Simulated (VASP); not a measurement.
Here is a VASP 6.6.1 calculation.

INCAR

```
SYSTEM = SiB5C
ALGO = Normal
EDIFF = 1E-6
ENCUT = 600
GGA = PE
GGA_COMPAT = .FALSE.
ISIF = 2
ISMEAR = 0
LASPH = .TRUE.
LCHARG = .FALSE.
LREAL = .FALSE.
LWAVE = .FALSE.
NBANDS = 20
NELM = 120
PREC = Accurate
SIGMA = 0.2
```

KPOINTS

```
k-points
0
G
  4 4 4
  0 0 0
```

The input POSCAR:

```
SiB5C
1.0
    4.1881336872      0.0000000000      0.0000000000
    0.0000000000      4.1881336872      0.0000000000
    0.0000000000      0.0000000000      3.9315630002
Si B C
1 5 1
Direct
    0.0000000000      0.0000000000      0.2083580688
    0.5000000000      0.5000000000      0.7752970975
    0.5000000000      0.7977332264      0.4608406882
    0.5000000000      0.2022667736      0.4608406882
    0.7977332264      0.5000000000      0.4608406882
    0.2022667736      0.5000000000      0.4608406882
    0.5000000000      0.5000000000      0.1729820808
```

Potentials or basis: VASP PAW PBE potentials, release 64 (Si, B, C).

Launch:

```sh
$ cat potpaw_PBE.64/Si/POTCAR potpaw_PBE.64/B/POTCAR potpaw_PBE.64/C/POTCAR > POTCAR
$ mpirun -np 1 vasp_std > vasp.out
```

(1) What does it give for the band gap on the k mesh?

(2) Predict the largest force.

(3) Predict the pressure.

## Answers

(1) zero (an odd number of electrons rules out a gap without spin polarisation).

(2) 0.025 eV/Å.

(3) 0.4 GPa.

Caveat: the k points lie up to 0.40 Å⁻¹ apart, too coarse for converged energies and pressures of a metal.
